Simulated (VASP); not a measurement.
Here is a VASP 6.6.1 calculation.

File INCAR:

```
PREC = Accurate ; ENCUT = 520
EDIFF = 1E-6 ; ISMEAR = 0
SIGMA = 0.02 ; LREAL = Auto
LASPH = True ; NELM = 100
ALGO = Normal ; ISIF = 2
LWAVE = False ; LCHARG = True
GGA = PE ; LELF = True
LVHAR = True ; NBANDS = 57
```

File KPOINTS:

```
Automatic mesh
0
Gamma
  2 2 1
```

Contents of POSCAR:

```
C19O
1.0
    7.3980000000      0.0000000000      0.0000000000
   -3.6990000000      6.4068560000      0.0000000000
    0.0000000000      0.0000000000     13.0000000000
C O
19 1
Direct
   -0.0144677305     -0.0060430576      0.0591665385
    0.2062387810      0.1043148153      0.0591776154
   -0.0165942400      0.3271518823      0.0591388462
    0.2083375969      0.4396022011      0.0591462308
   -0.0146286844      0.6625747481      0.0591395385
    0.2063724247      0.7730908889      0.0591245385
    0.3167521469     -0.0061840004      0.0591633077
    0.5417168440      0.1063028418      0.0591694615
    0.3187181966      0.3292674285      0.0591726923
    0.5397368398      0.4397648394      0.0591745385
    0.3188588683      0.6606182502      0.0591194615
    0.5395883369      0.7709868928      0.0591522308
    0.6520686027     -0.0040528459      0.0591654615
    0.8730721098      0.1064526813      0.0591597692
    0.6522287728      0.3273045313      0.0591653846
    0.8729232704      0.4376505419      0.0591403077
    0.6500972963      0.6604798048      0.0591723077
    0.8750456204      0.7729482292      0.0591608462
    0.1993784920      0.6197607688      0.3414630000
    0.3525959686      0.7200305423      0.3832154615
```

Potentials or basis: VASP PAW PBE potentials, release 64 (C, O).

The run is started by

```console
$ cat potpaw_PBE.64/C/POTCAR potpaw_PBE.64/O/POTCAR > POTCAR
$ mpirun -np 1 vasp_std > vasp.out
```

(1) Estimate the largest force.

(2) Estimate the band gap on the k mesh.

Results:

(1) 0.945 eV/Å.

(2) 0.22 eV.

Caveat: the k points lie up to 0.49 Å⁻¹ apart; there is no dipole correction, which matters where the two faces differ.
